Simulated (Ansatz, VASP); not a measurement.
# One calculation of P, two programs

The input INCAR:

```
SYSTEM = P
PREC = Accurate
ENCUT = 520
EDIFF = 1E-6
ISMEAR = 0
SIGMA = 0.15
LREAL = .FALSE.
LASPH = .TRUE.
NELM = 80
ALGO = Normal
ISIF = 2
LWAVE = .FALSE.
LCHARG = .TRUE.
GGA = PS
LELF = .TRUE.
LVHAR = .TRUE.
NBANDS = 12
```

The input KPOINTS:

```
Automatic mesh
0
G
  18 18 18
  0 0 0
```

POSCAR

```
P
1.0
   -1.6915100431      2.5151650373      1.8589441358
    1.6915100431     -2.5151650373      1.8589441358
    1.6915100431      2.5151650373     -1.8589441358
P
2
Direct
    0.8436545935      0.0936545935      0.7500000000
    0.1966908900      0.9466908900      0.2500000000
```

Input for Ansatz:

```yaml
crystal:
  lattice:
    - [-1.6915100431, 2.5151650373, 1.8589441358]
    - [1.6915100431, -2.5151650373, 1.8589441358]
    - [1.6915100431, 2.5151650373, -1.8589441358]
  atoms:
    - { symbol: P, position: [0.8436545935, 0.0936545935, 0.75] }
    - { symbol: P, position: [0.19669089, 0.94669089, 0.25] }
basis:
  ecutwfc: 420
kpoints:
  mp_grid: { grid: [18, 18, 18] }
hamiltonian:
  xc: pbesol
scf:
  occupations: { method: gaussian, width: 0.15 }
output:
  forces: true
  stress: true
  eigenvalues: true
```

Alike in both runs: task single point; functional PBEsol; k mesh 18 × 18 × 18; occupations gaussian, width 0.15 eV; no spin polarisation.

```csv
,VASP,Ansatz
version,VASP 6.6.1,Ansatz 0.2.0
potentials or method,"VASP PAW PBE potentials, release 64 (P), cutoff 520 eV","scalar-relativistic, plane waves, PAW"
valence electrons in the cell,10,10
```

```tsv
	VASP	Ansatz	Ansatz less VASP
gap on the k mesh at the Fermi level (eV)	none	none	-
pressure (GPa)	5.0	5.0	+0.01
traceless stress, the component that is largest in VASP (GPa)	-6.07	-6.30	-0.228
rms of the force components (eV/Å)	1.189	1.210	+0.0210
```

VASP's potentials were made for PBE, not for PBEsol. Atom by atom the forces differ by 0.021 eV/Å (rms over components). A gap of «none» marks a metal or a gap that the smearing closes.
